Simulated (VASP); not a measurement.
Crystal: As.

```
As
1.0
     1.78774   -5.38772    0.00000
     1.78774    5.38772    0.00000
     0.00000    0.00000    4.37875
As
4
Direct
  0.39000 0.61000 0.56000
  0.89000 0.11000 0.94000
  0.61000 0.39000 0.44000
  0.11000 0.89000 0.06000
```

Base run:

- Program: VASP 6.6.1
- Functional: PBEsol
- Potentials or basis: VASP PAW PBE potentials, release 64 (As)
- Cutoff: 520 eV
- k mesh: 8 × 8 × 6
- Occupations: fermi-dirac, width 0.05 eV
- Spin: no spin polarisation

Its results: pressure 5.2 GPa; largest force 0.625 eV/Å.

Task: The run is repeated on the same cell with these changes: functional from PBEsol to r2SCAN; further incar settings from ALGO = Normal; EDIFF = 1e-06; NBANDS = 18 to ALGO = Normal; EDIFF = 1e-07; NBANDS = 18. What comes out?

Result: Pressure 6.9 GPa; largest force 0.279 eV/Å.

Caveats: the cell stands under pressure; the PAW data sets were made with another functional, which shifts forces and pressure a little.
